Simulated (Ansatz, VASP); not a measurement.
# One calculation of Ca2Sn2N, two programs

The input INCAR:

```
SYSTEM = Ca2Sn2N
  PREC = Accurate
  ENCUT = 600
  EDIFF = 1E-6
  ISMEAR = 0
  SIGMA = 0.1
  LREAL = .False.
  LASPH = .True.
  NELM = 60
  ALGO = Normal
  ISIF = 3
  LWAVE = .False.
  LCHARG = .False.
  GGA = PE
  IBRION = 2
  NSW = 100
  EDIFFG = -0.01
```

Contents of KPOINTS:

```
regular mesh
0
Gamma
  6 6 8
  0 0 0
```

Contents of POSCAR:

```
Ca2Sn2N
1.0
    4.8890369294      0.0000000000      0.0000000000
    0.0000000000      4.8890369294      0.0000000000
    0.0000000000      0.0000000000      4.7214131468
Ca Sn N
2 2 1
Direct
    0.0000000000      0.5000000000      0.0000000000
    0.5000000000      0.0000000000      0.0000000000
    0.0000000000      0.0000000000      0.5000000000
    0.5000000000      0.5000000000      0.5000000000
    0.0000000000      0.0000000000      0.0000000000
```

Input for Ansatz:

```yaml
crystal:
  lattice:
    - [4.8890369294, 0.0, 0.0]
    - [0.0, 4.8890369294, 0.0]
    - [0.0, 0.0, 4.7214131468]
  atoms:
    - { symbol: Ca, position: [0.0, 0.5, 0.0] }
    - { symbol: Ca, position: [0.5, 0.0, 0.0] }
    - { symbol: Sn, position: [0.0, 0.0, 0.5] }
    - { symbol: Sn, position: [0.5, 0.5, 0.5] }
    - { symbol: "N", position: [0.0, 0.0, 0.0] }
basis:
  ecutwfc: 420
kpoints:
  mp_grid: { grid: [6, 6, 8] }
hamiltonian:
  xc: pbe
scf:
  occupations: { method: gaussian, width: 0.1 }
output:
  forces: true
  stress: true
  eigenvalues: true
relax:
  adjacent_minimum: "off"
  f_tol: 0.01
  max_steps: 80
  cell: { stress_tol: 0.05 }
```

Alike in both runs: task relaxation of cell and atoms; functional PBE; k mesh 6 × 6 × 8; occupations gaussian, width 0.1 eV; no spin polarisation.

```csv
,VASP,Ansatz
version,VASP 6.6.1,Ansatz 0.2.0
potentials or method,"VASP PAW PBE potentials, release 64 (Ca_sv, Sn_d, N), cutoff 600 eV","scalar-relativistic, plane waves, PAW"
valence electrons in the cell,53,53
```

|  | VASP | Ansatz | Ansatz less VASP |
| --- | --- | --- | --- |
| gap on the k mesh at the Fermi level, each at its own relaxed structure (eV) | none | none | - |
| relaxed volume (Å³/atom) | 22.58 | 22.54 | -0.041 |
| relaxed cell length with the largest relative difference (Å) | 4.827 | 4.821 | -0.0061 |

A gap of «none» marks a metal or a gap that the smearing closes.
